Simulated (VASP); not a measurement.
Set up this calculation in VASP 6.6.1, as the native input.

```
Task                   : single point
Functional             : PBE
Dispersion             : D3(BJ)
Potentials or basis    : VASP PAW PBE potentials, release 64 (Mg, S)
Cutoff                 : 600 eV
k mesh                 : 8 × 8 × 8
Occupations            : gaussian, width 0.05 eV
Spin                   : no spin polarisation
Dipole correction      : no
Further INCAR settings : ALGO = Normal; EDIFF = 1e-06; NBANDS = 11
```

The structure of MgS lies in POSCAR:

```
MgS
1.0
    0.0000000000      2.5428108710      2.5428108710
    2.5428108710      0.0000000000      2.5428108710
    2.5428108710      2.5428108710      0.0000000000
Mg S
1 1
Direct
    0.0000000000      0.0000000000      0.0000000000
    0.5000000000      0.5000000000      0.5000000000
```

This cell differs from its parent crystal: volume scaled by 0.96.

One way to write it, as run:

INCAR

```
SYSTEM = MgS
PREC = Accurate ; ENCUT = 600
EDIFF = 1E-6 ; ISMEAR = 0
SIGMA = 0.05 ; LREAL = .False.
LASPH = .True. ; NELM = 120
ALGO = Normal ; ISIF = 2
LWAVE = .False. ; LCHARG = .False.
GGA = PE ; IVDW = 12
NBANDS = 11 ; GGA_COMPAT = .False.
```

KPOINTS

```
regular mesh
0
Gamma
  8 8 8
  0 0 0
```

Potentials or basis: VASP PAW PBE potentials, release 64 (Mg, S).

Command:

```sh
$ cat potpaw_PBE.64/Mg/POTCAR potpaw_PBE.64/S/POTCAR > POTCAR
$ mpirun -np 1 vasp_std > vasp.out
```

It gave:

```json
{
 "Pressure": "3.3 GPa",
 "Band gap on the k mesh": "2.92 eV, indirect (least direct gap 4.28 eV)",
 "Dispersion energy per atom": "-0.381 eV"
}
```

Wall time 27 s on 1 thread of Intel Xeon 8259CL, with other jobs on the host, peak memory 0.18 GiB.
